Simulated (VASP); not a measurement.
# RbMgSbO3 (R3m) in VASP: further runs, part 2 of 2

VASP 6.6.1.

## (3) Single point, r2SCAN (strain -0.0200 x Voigt [1, 1, 0, 0, 0, 0])

File POSCAR:

```
RbMgSbO3
1.0
    3.0296265965      1.7491557310      4.0186607574
   -3.0296265965      1.7491557310      4.0186607574
    0.0000000000     -3.4983114620      4.0186607574
Rb Mg Sb O
1 1 1 3
Direct
    0.8779837598      0.8779837598      0.8779837598
    0.3319735932      0.3319735932      0.3319735932
    0.5754906610      0.5754906610      0.5754906610
    0.4945870290      0.4945870290      0.9658740480
    0.9658740480      0.4945870290      0.4945870290
    0.4945870290      0.9658740480      0.4945870290
```

File INCAR.step1:

```
PREC = Accurate ; ENCUT = 520
ISMEAR = 0 ; SIGMA = 0.05
LREAL = F ; LASPH = T
NELM = 60 ; NBANDS = 26
GGA = PE ; ALGO = Normal
EDIFF = 1E-4 ; LWAVE = T
LCHARG = F
```

File INCAR.step2:

```
PREC = Accurate ; ENCUT = 520
EDIFF = 1E-7 ; ISMEAR = 0
SIGMA = 0.05 ; LREAL = F
LASPH = T ; NELM = 60
ALGO = Normal ; ISIF = 2
LWAVE = F ; LCHARG = T
METAGGA = R2SCAN ; LMIXTAU = T
LELF = T ; LVHAR = T
NBANDS = 26 ; ISTART = 1
```

File KPOINTS:

```
regular mesh
0
Gamma
  6 6 6
```

Potentials or basis: VASP PAW PBE potentials, release 64 (Rb_sv, Mg, Sb, O).

Started as:

```sh
> cat potpaw_PBE.64/Rb_sv/POTCAR potpaw_PBE.64/Mg/POTCAR potpaw_PBE.64/Sb/POTCAR potpaw_PBE.64/O/POTCAR > POTCAR
> cp INCAR.step1 INCAR
> mpirun -np 1 vasp_std > vasp.out
> cp INCAR.step2 INCAR
> mpirun -np 1 vasp_std > vasp.out
```

OUTCAR:

```text
PREC = Accurate
   ENCUT = 520
   EDIFF = 1E-7
   ISMEAR = 0
   LREAL = F
   LASPH = T
   NELM = 60
   ISIF = 2
   METAGGA = R2SCAN
   ISTART = 1

 ion  position               nearest neighbor table
   1  0.878  0.878  0.878-   4 3.19   5 3.19   6 3.19   6 3.29   5 3.29   5 3.29   6 3.29   4 3.29
                             4 3.29   3 3.52   3 3.52   3 3.52   3 3.65   2 3.79   2 3.79   2 3.79
   2  0.332  0.332  0.332-   4 1.86   5 1.86   6 1.86   3 2.94   3 3.66   3 3.66   3 3.66   1 3.79
                             1 3.79   1 3.79   1 4.34   1 4.34   1 4.34
   3  0.575  0.575  0.575-   4 1.89   5 1.89   6 1.89   2 2.94   1 3.52   1 3.52   1 3.52   1 3.65
                             2 3.66   2 3.66   2 3.66
   4  0.495  0.495  0.966-   2 1.86   3 1.89   1 3.19   1 3.29   1 3.29
   5  0.966  0.495  0.495-   2 1.86   3 1.89   1 3.19   1 3.29   1 3.29
   6  0.495  0.966  0.495-   2 1.86   3 1.89   1 3.19   1 3.29   1 3.29

  LATTYP: Found a trigonal (rhomboedric) cell.
 ALAT       =     5.3280219002
 COS(alpha) =     0.3533396953

  Lattice vectors:

 A1 = (   3.0296265965,   1.7491557310,   4.0186607574)
 A2 = (  -3.0296265965,   1.7491557310,   4.0186607574)
 A3 = (   0.0000000000,  -3.4983114620,   4.0186607574)

Analysis of symmetry for initial positions (statically):
=====================================================================
 Subroutine PRICEL returns:
 Original cell was already a primitive cell.

 Routine SETGRP: Setting up the symmetry group for a
 trigonal (rhombohedral) supercell.

 Subroutine GETGRP returns: Found  6 space group operations
 (whereof  6 operations were pure point group operations)
 out of a pool of 12 trial point group operations.

The static configuration has the point symmetry C_3v.

Analysis of symmetry for dynamics (positions and initial velocities):
=====================================================================
 Subroutine PRICEL returns:
 Original cell was already a primitive cell.

 Routine SETGRP: Setting up the symmetry group for a
 trigonal (rhombohedral) supercell.

[... 131 lines left out ...]
     AMIX     =   0.40;   BMIX     =  1.00
     AMIX_MAG =   1.60;   BMIX_MAG =  1.00
  volume/ion in A,a.u.               =      21.30       143.71
  Fermi-wavevector in a.u.,A,eV,Ry     =   1.052974  1.989833 15.085524  1.108755
  Thomas-Fermi vector in A             =   2.188078
   LORBIT       =      0    0 simple, 1 ext, 2 COOP (PROOUT), +10 PAW based schemes
   METAGGA = R2SCAN    functional components
   LHFCALC =     F    Hartree Fock is set to
   AEXX    =    0.0000 exact exchange contribution
   IVDW    =     0    specifies the selected vdW correction
   LEPSILON=     F    determine dielectric tensor
   LRPA    =     F    only Hartree local field effects (RPA)
 non-spin polarized calculation
 Gauss-broadening in eV      SIGMA  =   0.05
  energy-cutoff  :      520.00
  volume of cell :      127.78
 maximum number of plane-waves:      3470
   NGX = 19   NGY = 19   NGZ = 19

 number of electron      33.9999997 magnetization

 Free energy of the ion-electron system (eV)
  ---------------------------------------------------
  ext. energy  EPLUGINS =         0.00000000
  ---------------------------------------------------
  free energy    TOTEN  =       -73.02172253 eV

  energy without entropy =      -73.02172253  energy(sigma->0) =      -73.02172253

 E-fermi :   1.5090     XC(G=0):  -8.4742

 val. band max:        1.1829563670   @ k =   0.5000   0.5000   0.5000
 cond. band min:       4.8072071439   @ k =   0.5000   0.5000   0.5000
 fundamental gap:      3.6242507769
 Fermi energy:         1.5090294851

 k-point     1 :       0.0000    0.0000    0.0000
  band No.  band energies     occupation
      1     -25.8806      2.00000
      2     -18.1810      2.00000
      3     -16.9048      2.00000
      4     -16.9048      2.00000
      5      -9.5294      2.00000
      6      -9.5294      2.00000
[... 685 lines left out ...]
     25       9.8704      0.00000
     26      10.1758      0.00000

 [... further k-points ...]
[... 5 lines left out ...]
  --------------------------------------------------------------------------------------
  -------------------------------------------------------------------------------------
  Total        4.1759278      4.1759278      1.2883917      0.0000000      0.0000000      0.0000000
  in kB       52.3616574     52.3616574     16.1550507      0.0000000      0.0000000      0.0000000
  external PRESSURE =      40.2927885 kB  Pullay stress =       0.0000000 kB

 VOLUME and BASIS-vectors are now :
 -----------------------------------------------------------------------------
  energy-cutoff  :      520.00
  volume of cell :      127.78
      direct lattice vectors                 reciprocal lattice vectors
     3.029626596  1.749155731  4.018660757     0.165036840  0.095284064  0.082946373
    -3.029626596  1.749155731  4.018660757    -0.165036840  0.095284064  0.082946373
     0.000000000 -3.498311462  4.018660757     0.000000000 -0.190568128  0.082946373

 POSITION                                       TOTAL-FORCE (eV/Angst)
 -----------------------------------------------------------------------------------
      0.00000      0.00000     10.58496         0.000000     -0.000000     -0.013159
      0.00000      0.00000      4.00227         0.000000     -0.000000      0.197835
      0.00000      0.00000      6.93811         0.000000     -0.000000     -1.223102
      0.00000     -1.64871      7.85668         0.000000     -0.396683      0.346142
      1.42782      0.82435      7.85668         0.343538      0.198342      0.346142
     -1.42782      0.82435      7.85668        -0.343538      0.198342      0.346142
 -----------------------------------------------------------------------------------
    total drift:                               -0.000000     -0.000000      0.000326

  FREE ENERGIE OF THE ION-ELECTRON SYSTEM (eV)
  ---------------------------------------------------
  free  energy   TOTEN  =       -73.0217225277 eV

  energy  without entropy=      -73.0217225277  energy(sigma->0) =      -73.02172253
```

Wall time 5.5 min (1 thread of Intel Xeon 6975P-C, shared host); peak memory 0.33 GiB.

What came out:

```yaml
Free_energy: -73.0217 eV
Pressure: 4.0 GPa
Largest_force: 1.223 eV/Å
Band_gap_on_the_k_mesh: 3.62 eV, direct
```

Forces on the atoms (eV/Å):
```
Rb   0.000  0.000 -0.013
Mg   0.000  0.000  0.198
Sb   0.000  0.000 -1.223
O    0.000 -0.397  0.346
O    0.344  0.198  0.346
O   -0.344  0.198  0.346
```

Caveat: the cell differs from its parent crystal (strain -0.0200 x Voigt [1, 1, 0, 0, 0, 0]); the PAW data sets were made with another functional, which shifts forces and pressure a little; spin-orbit coupling is left out, which moves the levels of the heavy elements.

## (4) Single point, r2SCAN (strain +0.0100 x Voigt [1, 1, 0, 0, 0, 0])

Changes to POSCAR since step 3:

```diff
@@ -2,5 +2,5 @@
 1.0
-    3.0296265965      1.7491557310      4.0186607574
-   -3.0296265965      1.7491557310      4.0186607574
-    0.0000000000     -3.4983114620      4.0186607574
+    3.1223702678      1.8027013146      4.0186607574
+   -3.1223702678      1.8027013146      4.0186607574
+    0.0000000000     -3.6054026292      4.0186607574
 Rb Mg Sb O
```

File INCAR.step1:

```
PREC     = Accurate       # precision mode
ENCUT    = 520            # plane-wave cutoff, eV
ISMEAR   = 0              # smearing method
SIGMA    = 0.05           # smearing width, eV
LREAL    = False          # projectors in reciprocal space
LASPH    = True           # aspherical terms in the spheres
NELM     = 60             # most SCF steps
NBANDS   = 26             # bands
GGA      = PE             # functional
ALGO     = Normal         # electronic algorithm
EDIFF    = 1E-4           # SCF threshold, eV
LWAVE    = True           # write WAVECAR
LCHARG   = False          # write CHGCAR
```

File INCAR.step2:

```
PREC     = Accurate       # precision mode
ENCUT    = 520            # plane-wave cutoff, eV
EDIFF    = 1E-6           # SCF threshold, eV
ISMEAR   = 0              # smearing method
SIGMA    = 0.05           # smearing width, eV
LREAL    = False          # projectors in reciprocal space
LASPH    = True           # aspherical terms in the spheres
NELM     = 60             # most SCF steps
ALGO     = Normal         # electronic algorithm
ISIF     = 2              # what is computed and relaxed
LWAVE    = False          # write WAVECAR
LCHARG   = False          # write CHGCAR
METAGGA  = R2SCAN         # meta-GGA
LMIXTAU  = True         
NBANDS   = 26             # bands
ISTART   = 1
```

File KPOINTS:

```
Automatic mesh
0
Gamma
  6 6 6
```

Potentials or basis: VASP PAW PBE potentials, release 64 (Rb_sv, Mg, Sb, O).

Started as:

```sh
> cat potpaw_PBE.64/Rb_sv/POTCAR potpaw_PBE.64/Mg/POTCAR potpaw_PBE.64/Sb/POTCAR potpaw_PBE.64/O/POTCAR > POTCAR
> cp INCAR.step1 INCAR
> mpirun -np 1 vasp_std > vasp.out
> cp INCAR.step2 INCAR
> mpirun -np 1 vasp_std > vasp.out
```

OUTCAR:

```text
PREC = Accurate
   ENCUT = 520
   EDIFF = 1E-6
   ISMEAR = 0
   LREAL = False
   LASPH = True
   NELM = 60
   ISIF = 2
   METAGGA = R2SCAN
   ISTART = 1

 ion  position               nearest neighbor table
   1  0.878  0.878  0.878-   4 3.21   5 3.21   6 3.21   6 3.38   5 3.38   5 3.38   6 3.38   4 3.38
                             4 3.38   3 3.62   3 3.62   3 3.62   3 3.65   2 3.89   2 3.89   2 3.89
   2  0.332  0.332  0.332-   4 1.91   5 1.91   6 1.91   3 2.94   1 3.89   1 3.89   1 3.89   1 4.42
                             1 4.42   1 4.42
   3  0.575  0.575  0.575-   4 1.93   5 1.93   6 1.93   2 2.94   1 3.62   1 3.62   1 3.62   1 3.65

   4  0.495  0.495  0.966-   2 1.91   3 1.93   1 3.21   1 3.38   1 3.38
   5  0.966  0.495  0.495-   2 1.91   3 1.93   1 3.21   1 3.38   1 3.38
   6  0.495  0.966  0.495-   2 1.91   3 1.93   1 3.21   1 3.38   1 3.38

  LATTYP: Found a trigonal (rhomboedric) cell.
 ALAT       =     5.3989408593
 COS(alpha) =     0.3310684791

  Lattice vectors:

 A1 = (   3.1223702678,   1.8027013146,   4.0186607574)
 A2 = (  -3.1223702678,   1.8027013146,   4.0186607574)
 A3 = (   0.0000000000,  -3.6054026292,   4.0186607574)

Analysis of symmetry for initial positions (statically):
=====================================================================
[... 181 lines left out ...]

 val. band max:        0.7861960513   @ k =   0.5000   0.5000   0.5000
 cond. band min:       4.3382334330   @ k =   0.5000   0.5000   0.5000
 fundamental gap:      3.5520373817
 Fermi energy:         0.9986763224

 k-point     1 :       0.0000    0.0000    0.0000
  band No.  band energies     occupation
      1     -26.2363      2.00000
      2     -18.1619      2.00000
      3     -17.0677      2.00000
      4     -17.0677      2.00000
      5      -9.8507      2.00000
      6      -9.8507      2.00000
[... 685 lines left out ...]
     25       9.2926      0.00000
     26       9.6729      0.00000

 [... further k-points ...]
[... 5 lines left out ...]
  --------------------------------------------------------------------------------------
  -------------------------------------------------------------------------------------
  Total       -1.6530239     -1.6530239     -0.4013552      0.0000000      0.0000000      0.0000000
  in kB      -19.5141191    -19.5141191     -4.7380393      0.0000000      0.0000000      0.0000000
  external PRESSURE =     -14.5887592 kB  Pullay stress =       0.0000000 kB

 VOLUME and BASIS-vectors are now :
 -----------------------------------------------------------------------------
  energy-cutoff  :      520.00
  volume of cell :      135.72
      direct lattice vectors                 reciprocal lattice vectors
     3.122370268  1.802701315  4.018660757     0.160134756  0.092453844  0.082946373
    -3.122370268  1.802701315  4.018660757    -0.160134756  0.092453844  0.082946373
     0.000000000 -3.605402629  4.018660757     0.000000000 -0.184907689  0.082946373

 POSITION                                       TOTAL-FORCE (eV/Angst)
 -----------------------------------------------------------------------------------
      0.00000      0.00000     10.58496        -0.000000      0.000000      0.010802
      0.00000      0.00000      4.00227        -0.000000     -0.000000     -0.095899
      0.00000      0.00000      6.93811        -0.000000      0.000000      0.230838
      0.00000     -1.69918      7.85668        -0.000000     -0.006852     -0.048580
      1.47153      0.84959      7.85668         0.005934      0.003426     -0.048580
     -1.47153      0.84959      7.85668        -0.005934      0.003426     -0.048580
 -----------------------------------------------------------------------------------
    total drift:                               -0.000000     -0.000000      0.001125

  FREE ENERGIE OF THE ION-ELECTRON SYSTEM (eV)
  ---------------------------------------------------
  free  energy   TOTEN  =       -73.0970269315 eV

  energy  without entropy=      -73.0970269315  energy(sigma->0) =      -73.09702693
```

Wall time 5.1 min (1 thread of Intel Xeon 6975P-C, shared host); peak memory 0.34 GiB.

What came out:

| Property | Result |
| --- | --- |
| Free energy | -73.0970 eV |
| Pressure | -1.5 GPa |
| Largest force | 0.231 eV/Å |
| Band gap on the k mesh | 3.55 eV, direct |

Forces on the atoms (eV/Å):
```
Rb   0.000  0.000  0.011
Mg   0.000  0.000 -0.096
Sb   0.000  0.000  0.231
O    0.000 -0.007 -0.049
O    0.006  0.003 -0.049
O   -0.006  0.003 -0.049
```

Stress tensor (GPa, compression positive):
```
-1.95  0.00  0.00
 0.00 -1.95  0.00
 0.00  0.00 -0.47
```

Levels at points of the mesh, in eV from the valence-band top:
```tsv
k point	band 13	band 14	band 15	band 16	band 17	band 18	band 19	band 20	band 21	band 22
(0.00, 0.00, 0.00)	-2.24	-1.89	-1.74	-1.74	-1.18	3.74	5.40	5.40	7.01	7.18
(0.50, 0.00, 0.00)	-2.25	-2.12	-1.85	-1.50	-1.08	3.72	5.41	5.48	6.36	7.07
(0.50, 0.50, 0.00)	-2.26	-2.02	-1.88	-1.42	-0.50	3.68	4.17	5.44	6.04	7.42
(0.50, 0.50, 0.50)	-2.20	-1.64	-1.64	-1.14	0.00	3.55	3.55	4.01	5.14	7.61
```

Caveat: the cell differs from its parent crystal (strain +0.0100 x Voigt [1, 1, 0, 0, 0, 0]); the PAW data sets were made with another functional, which shifts forces and pressure a little; spin-orbit coupling is left out, which moves the levels of the heavy elements.

## (5) Single point, r2SCAN (strain +0.0300 x Voigt [1, 1, 0, 0, 0, 0])

Changes to POSCAR since step 4:

```diff
@@ -2,5 +2,5 @@
 1.0
-    3.1223702678      1.8027013146      4.0186607574
-   -3.1223702678      1.8027013146      4.0186607574
-    0.0000000000     -3.6054026292      4.0186607574
+    3.1841993820      1.8383983704      4.0186607574
+   -3.1841993820      1.8383983704      4.0186607574
+    0.0000000000     -3.6767967407      4.0186607574
 Rb Mg Sb O
```

File INCAR.step1:

```
SYSTEM = RbMgSbO3
  PREC = Accurate
  ENCUT = 520
  ISMEAR = 0
  SIGMA = 0.05
  LREAL = .FALSE.
  LASPH = .TRUE.
  NELM = 60
  NBANDS = 26
  GGA = PE
  ALGO = Normal
  EDIFF = 1E-4
  LWAVE = .TRUE.
  LCHARG = .FALSE.
```

File INCAR.step2:

```
SYSTEM = RbMgSbO3
  PREC = Accurate
  ENCUT = 520
  EDIFF = 1E-7
  ISMEAR = 0
  SIGMA = 0.05
  LREAL = .FALSE.
  LASPH = .TRUE.
  NELM = 60
  ALGO = Normal
  ISIF = 2
  LWAVE = .FALSE.
  LCHARG = .FALSE.
  METAGGA = R2SCAN
  LMIXTAU = .TRUE.
  NBANDS = 26
  ISTART = 1
```

File KPOINTS:

```
regular mesh
0
G
  6 6 6
  0 0 0
```

Started as:

```sh
> cat potpaw_PBE.64/Rb_sv/POTCAR potpaw_PBE.64/Mg/POTCAR potpaw_PBE.64/Sb/POTCAR potpaw_PBE.64/O/POTCAR > POTCAR
> cp INCAR.step1 INCAR
> mpirun -np 1 vasp_std > vasp.out
> cp INCAR.step2 INCAR
> mpirun -np 1 vasp_std > vasp.out
```

Run time: 7.4 min. Hardware: 1 thread of Intel Xeon 6975P-C, shared host; peak memory 0.38 GiB.

Results (log left out):

| Item | Value |
| --- | --- |
| Free energy | -72.9690 eV |
| Pressure | -4.2 GPa |
| Largest force | 0.988 eV/Å |
| Band gap on the k mesh | 3.47 eV, indirect (least direct gap 3.50 eV) |

Forces on the atoms (eV/Å):
```
Rb   0.000  0.000  0.017
Mg   0.000  0.000 -0.247
Sb   0.000  0.000  0.988
O    0.000  0.230 -0.253
O   -0.199 -0.115 -0.253
O    0.199 -0.115 -0.253
```

Stress tensor (GPa, compression positive):
```
-5.61  0.00  0.00
 0.00 -5.61  0.00
 0.00  0.00 -1.47
```

Levels at points of the mesh, in eV from the valence-band top:
```csv
k point,band 14,band 15,band 16,band 17,band 18,band 19,band 20,band 21
"(0.00, 0.00, 0.00)",-1.77,-1.65,-1.65,-1.09,3.66,5.34,5.34,6.57
"(0.50, 0.00, 0.00)",-1.97,-1.74,-1.39,-1.03,3.68,5.39,5.40,6.06
"(0.50, 0.50, 0.00)",-1.89,-1.74,-1.32,-0.47,3.58,4.09,5.31,5.86
"(0.50, 0.50, 0.50)",-1.53,-1.53,-1.05,0.00,3.50,3.50,3.67,5.15
```

Caveat: the cell differs from its parent crystal (strain +0.0300 x Voigt [1, 1, 0, 0, 0, 0]); the PAW data sets were made with another functional, which shifts forces and pressure a little; spin-orbit coupling is left out, which moves the levels of the heavy elements. A k mesh can miss the band edges.

## (6) The runs side by side

```tsv
cell	gap on the mesh (eV)	pressure (GPa)	largest force (eV/Å)
a = 5.281 Å, angles 68.4°, 6 atoms	3.67	8.8	2.45
a = 5.328 Å, angles 69.3°, 6 atoms	3.62	4.0	1.22
a = 5.399 Å, angles 70.7°, 6 atoms	3.55	-1.5	0.23
a = 5.447 Å, angles 71.5°, 6 atoms	3.47	-4.2	0.99
```

Alike in all rows: task single point; level r2SCAN; potentials or basis VASP PAW PBE potentials, release 64 (Rb_sv, Mg, Sb, O); no spin polarisation; k mesh 6 × 6 × 6; cutoff (eV) 520; smearing gaussian 0.05 eV.

Caveats: the PAW data sets were made with another functional, which shifts forces and pressure a little; spin-orbit coupling is left out, which moves the levels of the heavy elements.

Total energies depend on the potentials used, so only differences within one code and one set of settings carry meaning.
